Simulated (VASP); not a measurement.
# Hf2B3 (Pm-3m) in VASP: relaxation of cell and atoms with PBE

Aim: the relaxation of cell and atoms of Hf2B3 with PBE.

Everything below comes from runs of VASP 6.6.1. Logs are shortened: lines on timing, memory, paths and dates and some standing lists are left out, and cuts for length are marked.

## Step 1: The cell of the first run

It takes space group Pm-3m (No. 221, cubic). The conventional cell has a = 4.176 Å, b = 4.176 Å, c = 4.176 Å, α = 90.00°, β = 90.00°, γ = 90.00°. Within 3.9 Å of Hf (site symmetry m-3m) lie 12 B at 2.95 Å and 8 Hf at 3.62 Å. Hf (site symmetry m-3m) has 6 B at 2.09 Å within 2.8 Å. B (site symmetry 4/mmm) has 2 Hf at 2.09 Å within 2.8 Å.

## Step 2: Relaxation of cell and atoms, PBE

Contents of INCAR:

```
PREC = Accurate
ENCUT = 600
EDIFF = 1E-6
ISMEAR = 0
SIGMA = 0.1
LREAL = F
LASPH = T
NELM = 60
ALGO = Normal
ISIF = 3
LWAVE = F
LCHARG = F
GGA = PE
IBRION = 2
NSW = 100
EDIFFG = -0.01
```

Contents of KPOINTS:

```
Automatic mesh
0
Gamma
  10 10 10
```

Contents of POSCAR:

```
Hf2B3
1.0
    4.1758221905      0.0000000000      0.0000000000
    0.0000000000      4.1758221905      0.0000000000
    0.0000000000      0.0000000000      4.1758221905
Hf B
2 3
Direct
    0.0000000000      0.0000000000      0.0000000000
    0.5000000000      0.5000000000      0.5000000000
    0.0000000000      0.5000000000      0.5000000000
    0.5000000000      0.0000000000      0.5000000000
    0.5000000000      0.5000000000      0.0000000000
```

Potentials or basis: VASP PAW PBE potentials, release 64 (Hf_pv, B).

The run is started by

```sh
> cat potpaw_PBE.64/Hf_pv/POTCAR potpaw_PBE.64/B/POTCAR > POTCAR
> mpirun -np 1 vasp_std > vasp.out
```

OUTCAR:

```text
PREC = Accurate
   ENCUT = 600
   EDIFF = 1E-6
   ISMEAR = 0
   LREAL = F
   LASPH = T
   NELM = 60
   ISIF = 3
   GGA = PE
   IBRION = 2
   NSW = 100
   EDIFFG = -0.01

 ion  position               nearest neighbor table
   1  0.000  0.000  0.000-   3 2.95   4 2.95   5 2.95   3 2.95   4 2.95   3 2.95   5 2.95   3 2.95
                             4 2.95   5 2.95   4 2.95   5 2.95   2 3.62   2 3.62   2 3.62   2 3.62
   2  0.500  0.500  0.500-   3 2.09   4 2.09   5 2.09   5 2.09   4 2.09   3 2.09   1 3.62   1 3.62
                             1 3.62   1 3.62   1 3.62   1 3.62   1 3.62   1 3.62
   3  0.000  0.500  0.500-   2 2.09   2 2.09   1 2.95   1 2.95   1 2.95   1 2.95
   4  0.500  0.000  0.500-   2 2.09   2 2.09   1 2.95   1 2.95   1 2.95   1 2.95
   5  0.500  0.500  0.000-   2 2.09   2 2.09   1 2.95   1 2.95   1 2.95   1 2.95

  LATTYP: Found a simple cubic cell.
 ALAT       =     4.1758221905

  Lattice vectors:

 A1 = (   4.1758221905,   0.0000000000,   0.0000000000)
 A2 = (   0.0000000000,   4.1758221905,   0.0000000000)
 A3 = (   0.0000000000,   0.0000000000,   4.1758221905)

Analysis of symmetry for initial positions (statically):
=====================================================================
 Subroutine PRICEL returns:
 Original cell was already a primitive cell.

 Routine SETGRP: Setting up the symmetry group for a
 simple cubic supercell.

 Subroutine GETGRP returns: Found 48 space group operations
 (whereof 48 operations were pure point group operations)
 out of a pool of 48 trial point group operations.

The static configuration has the point symmetry O_h .

Analysis of symmetry for dynamics (positions and initial velocities):
=====================================================================
 Subroutine PRICEL returns:
 Original cell was already a primitive cell.

 Routine SETGRP: Setting up the symmetry group for a
 simple cubic supercell.

 Subroutine GETGRP returns: Found 48 space group operations
 (whereof 48 operations were pure point group operations)
 out of a pool of 48 trial point group operations.

The dynamic configuration has the point symmetry O_h .

 Subroutine INISYM returns: Found 48 space group operations
 (whereof 48 operations are pure point group operations),
 and found     1 'primitive' translations

----------------------------------------------------------------------------------------

                                     Primitive cell

  volume of cell :      72.8159

  direct lattice vectors                    reciprocal lattice vectors
     4.175822190  0.000000000  0.000000000     0.239473798  0.000000000  0.000000000
     0.000000000  4.175822190  0.000000000     0.000000000  0.239473798  0.000000000
     0.000000000  0.000000000  4.175822190     0.000000000  0.000000000  0.239473798

  length of vectors
     4.175822190  4.175822190  4.175822190     0.239473798  0.239473798  0.239473798

  position of ions in fractional coordinates (direct lattice)
     0.000000000  0.000000000  0.000000000
     0.500000000  0.500000000  0.500000000
     0.000000000  0.500000000  0.500000000
     0.500000000  0.000000000  0.500000000
     0.500000000  0.500000000  0.000000000

  ion indices of the primitive-cell ions
   primitive index   ion index
                 1           1
                 2           2
                 3           3
                 4           4
                 5           5

----------------------------------------------------------------------------------------

 KPOINTS: Automatic mesh

Automatic generation of k-mesh.
 Grid dimensions read from file:
 generate k-points for:   10   10   10

 Generating k-lattice:

  Cartesian coordinates                     Fractional coordinates (reciprocal lattice)
     0.023947380  0.000000000  0.000000000     0.100000000  0.000000000  0.000000000
     0.000000000  0.023947380  0.000000000     0.000000000  0.100000000  0.000000000
     0.000000000  0.000000000  0.023947380     0.000000000  0.000000000  0.100000000

  Length of vectors
     0.023947380  0.023947380  0.023947380

  Shift w.r.t. Gamma in fractional coordinates (k-lattice)
     0.000000000  0.000000000  0.000000000

 Subroutine IBZKPT returns following result:
 ===========================================

 Found     56 irreducible k-points:

 Following reciprocal coordinates:
            Coordinates               Weight
  0.000000  0.000000  0.000000      1.000000
  0.100000  0.000000  0.000000      6.000000
  0.200000  0.000000  0.000000      6.000000
  0.300000  0.000000  0.000000      6.000000
  0.400000  0.000000  0.000000      6.000000
  0.500000  0.000000  0.000000      3.000000
[... 16 lines left out ...]
  0.200000  0.100000  0.100000     24.000000
  0.300000  0.100000  0.100000     24.000000
 [... further k-points ...]
   k-points           NKPTS =     56   k-points in BZ     NKDIM =     56   number of bands    NBANDS=     18
   number of dos      NEDOS =    301   number of ions     NIONS =      5
   total plane-waves  NPLWV =  46656
   dimension x,y,z NGX =    36 NGY =   36 NGZ =   36
   dimension x,y,z NGXF=    72 NGYF=   72 NGZF=   72
   ions per type =               2   3
   NGX,Y,Z   is equivalent  to a cutoff of  14.33, 14.33, 14.33 a.u.
   NGXF,Y,Z  is equivalent  to a cutoff of  28.66, 28.66, 28.66 a.u.
 SYSTEM =  unknown system
   PREC   = accura    normal or accurate (medium, high low for compatibility)
   ISTART =      0    job   : 0-new  1-cont  2-samecut
   ICHARG =      2    charge: 1-file 2-atom 10-const
   ISPIN  =      1    spin polarized calculation?
   LNONCOLLINEAR =      F non collinear calculations
   LSORBIT =      F    spin-orbit coupling
   LASPH  =      T    aspherical Exc in radial PAW
   ENCUT  =  600.0 eV  44.10 Ry    6.64 a.u.   8.34  8.34  8.34*2*pi/ulx,y,z
   NELM   =     60;   NELMIN=  2; NELMDL= -5     # of ELM steps
   EDIFF  = 0.1E-05   stopping-criterion for ELM
   LREAL  =      F    real-space projection
   EDIFFG = -.1E-01   stopping-criterion for IOM
   NSW    =    100    number of steps for IOM
   IBRION =      2    ionic relax: 0-MD 1-quasi-New 2-CG
   NFREE  =      1    steps in history (QN), initial steepest desc. (CG)
   ISIF   =      3    stress and relaxation
   ISYM   =      2    0-nonsym 1-usesym 2-fastsym
   POTIM  = 0.5000    time-step for ionic-motion
   TEBEG  =    0.0;   TEEND  =   0.0 temperature during run
   PSTRESS=    0.0 pullay stress
   NELECT =      29.0000    total number of electrons
   NUPDOWN=      -1.0000    fix difference up-down
   EMIN   =  10.00;   EMAX   =-10.00  energy-range for DOS
[... 5 lines left out ...]
     AMIX     =   0.40;   BMIX     =  1.00
     AMIX_MAG =   1.60;   BMIX_MAG =  1.00
  volume/ion in A,a.u.               =      14.56        98.28
  Fermi-wavevector in a.u.,A,eV,Ry     =   1.204478  2.276133 19.738883  1.450767
  Thomas-Fermi vector in A             =   2.340202
   LORBIT       =      0    0 simple, 1 ext, 2 COOP (PROOUT), +10 PAW based schemes
   GGA     = PE    functional components
   LHFCALC =     F    Hartree Fock is set to
   AEXX    =    0.0000 exact exchange contribution
   IVDW    =     0    specifies the selected vdW correction
   LEPSILON=     F    determine dielectric tensor
   LRPA    =     F    only Hartree local field effects (RPA)
 conjugate gradient relaxation of ions
 non-spin polarized calculation
 Gauss-broadening in eV      SIGMA  =   0.10
  energy-cutoff  :      600.00
  volume of cell :       72.82
 maximum number of plane-waves:      2469
 NGX is ok and might be reduce to    36
   NGX = 17   NGY = 17   NGZ = 17

--------------------------------------- Ionic step        1  -------------------------------------------

 number of electron      29.0000003 magnetization

 Free energy of the ion-electron system (eV)
  ---------------------------------------------------
  ext. energy  EPLUGINS =         0.00000000
  ---------------------------------------------------
  free energy    TOTEN  =       -34.74023515 eV

  energy without entropy =      -34.72936447  energy(sigma->0) =      -34.73479981

------------------------ aborting loop because EDIFF is reached ----------------------------------------

  FORCE on cell =-STRESS in cart. coord.  units (eV):
  Direction    XX          YY          ZZ          XY          YZ          ZX
  --------------------------------------------------------------------------------------
  -------------------------------------------------------------------------------------
  Total        0.4299208      0.4299208      0.4299208      0.0000000      0.0000000     -0.0000000
  in kB        9.4596060      9.4596060      9.4596060      0.0000000      0.0000000     -0.0000000
  external PRESSURE =       9.4596060 kB  Pullay stress =       0.0000000 kB

 VOLUME and BASIS-vectors are now :
 -----------------------------------------------------------------------------
  energy-cutoff  :      600.00
  volume of cell :       72.82
      direct lattice vectors                 reciprocal lattice vectors
     4.175822190  0.000000000  0.000000000     0.239473798  0.000000000  0.000000000
     0.000000000  4.175822190  0.000000000     0.000000000  0.239473798  0.000000000
     0.000000000  0.000000000  4.175822190     0.000000000  0.000000000  0.239473798
[... 40 lines left out ...]
 POSITION                                       TOTAL-FORCE (eV/Angst)
 -----------------------------------------------------------------------------------
      0.00000      0.00000      0.00000        -0.000000     -0.000000      0.000000
      2.09657      2.09657      2.09657         0.000000      0.000000      0.000000
      0.00000      2.09657      2.09657        -0.000000     -0.000000      0.000000
      2.09657      0.00000      2.09657        -0.000000     -0.000000      0.000000
      2.09657      2.09657     -0.00000        -0.000000     -0.000000      0.000000
 -----------------------------------------------------------------------------------
    total drift:                                0.000000      0.000000      0.000000

  FREE ENERGIE OF THE ION-ELECTRON SYSTEM (eV)
  ---------------------------------------------------
  free  energy   TOTEN  =       -34.7417868226 eV

  energy  without entropy=      -34.7300679128  energy(sigma->0) =      -34.73592737

--------------------------------------- Ionic step        3  -------------------------------------------

 number of electron      29.0000003 magnetization

 Free energy of the ion-electron system (eV)
  ---------------------------------------------------
  ext. energy  EPLUGINS =         0.00000000
  ---------------------------------------------------
  free energy    TOTEN  =       -34.74210967 eV

  energy without entropy =      -34.73061612  energy(sigma->0) =      -34.73636290

 E-fermi :   4.5227     XC(G=0): -10.9894

 val. band max:        4.5072493244   @ k =   0.4000   0.4000   0.2000
 cond. band min:       4.5260017388   @ k =   0.3000   0.2000   0.0000
 fundamental gap:      0.0187524144
 Fermi energy:         4.5227478625

 k-point     1 :       0.0000    0.0000    0.0000
  band No.  band energies     occupation
      1     -27.7856      2.00000
      2     -27.7856      2.00000
      3     -27.7856      2.00000
      4     -24.5265      2.00000
      5     -24.5265      2.00000
      6     -24.5265      2.00000
[... 10 lines left out ...]
     17       5.3945      0.00000
     18       6.1005      0.00000
[... 463 lines left out ...]
 k-point    24 :       0.3000    0.1000    0.1000
  band No.  band energies     occupation
      1     -27.7971      2.00000
      2     -27.7855      2.00000
      3     -27.7854      2.00000
      4     -24.5342      2.00000
      5     -24.5252      2.00000
      6     -24.5251      2.00000
[... 10 lines left out ...]
     17       5.6498      0.00000
     18       6.9282      0.00000

 [... further k-points ...]

------------------------ aborting loop because EDIFF is reached ----------------------------------------

  FORCE on cell =-STRESS in cart. coord.  units (eV):
  Direction    XX          YY          ZZ          XY          YZ          ZX
  --------------------------------------------------------------------------------------
  -------------------------------------------------------------------------------------
  Total        0.0019142      0.0019142      0.0019142      0.0000000      0.0000000      0.0000000
  in kB        0.0417508      0.0417508      0.0417508      0.0000000      0.0000000      0.0000000
  external PRESSURE =       0.0417508 kB  Pullay stress =       0.0000000 kB

 VOLUME and BASIS-vectors are now :
 -----------------------------------------------------------------------------
  energy-cutoff  :      600.00
  volume of cell :       73.46
      direct lattice vectors                 reciprocal lattice vectors
     4.188052562 -0.000000000 -0.000000000     0.238774463 -0.000000000  0.000000000
     0.000000000  4.188052562 -0.000000000     0.000000000  0.238774463 -0.000000000
    -0.000000000  0.000000000  4.188052562     0.000000000  0.000000000  0.238774463

 POSITION                                       TOTAL-FORCE (eV/Angst)
 -----------------------------------------------------------------------------------
      0.00000      0.00000      0.00000        -0.000000     -0.000000      0.000000
      2.09403      2.09403      2.09403         0.000000      0.000000      0.000000
      0.00000      2.09403      2.09403        -0.000000     -0.000000      0.000000
      2.09403      0.00000      2.09403        -0.000000     -0.000000      0.000000
      2.09403      2.09403     -0.00000        -0.000000     -0.000000      0.000000
 -----------------------------------------------------------------------------------
    total drift:                                0.000000      0.000000      0.000000

  FREE ENERGIE OF THE ION-ELECTRON SYSTEM (eV)
  ---------------------------------------------------
  free  energy   TOTEN  =       -34.7421096736 eV

  energy  without entropy=      -34.7306161193  energy(sigma->0) =      -34.73636290

 reached required accuracy - stopping structural energy minimisation
```

It took 74 s on 1 thread of Intel Xeon 6975P-C (Granite Rapids), shared host; peak memory 0.27 GiB.

What came out:

```yaml
Free_energy: -34.7421 eV
Relaxed_volume: 14.69 Å³/atom
Relaxed_cell: a = 4.188 Å, b = 4.188 Å, c = 4.188 Å, α = 90.00°, β = 90.00°, γ = 90.00°
Space_group_after_relaxing_to_0.05_Å: Pm-3m (No. 221)
Energy_gained_by_relaxing: 0.4 meV/atom
Ionic_steps: 3
Pressure_after_relaxing: 0.0 GPa
```

Step by step:
```csv
step,energy change (eV),largest force (eV/Å),pressure (GPa),volume (Å³)
1,0.0000,0.0000,0.95,72.82
2,-0.0016,0.0000,-0.36,73.73
3,-0.0019,0.0000,0.00,73.46
```

Final structure:
```cif
data_structure
_symmetry_space_group_name_H-M 'P 1'
_symmetry_Int_Tables_number 1
_cell_length_a 4.1881
_cell_length_b 4.1881
_cell_length_c 4.1881
_cell_angle_alpha 90.000
_cell_angle_beta 90.000
_cell_angle_gamma 90.000
_cell_volume 73.46
loop_
_atom_site_label
_atom_site_type_symbol
_atom_site_fract_x
_atom_site_fract_y
_atom_site_fract_z
_atom_site_occupancy
Hf1 Hf 0.00000 0.00000 0.00000 1
Hf2 Hf 0.50000 0.50000 0.50000 1
B1 B 0.00000 0.50000 0.50000 1
B2 B 0.50000 0.00000 0.50000 1
B3 B 0.50000 0.50000 0.00000 1
```

Caveat: spin-orbit coupling is left out, which moves the levels of the heavy elements.
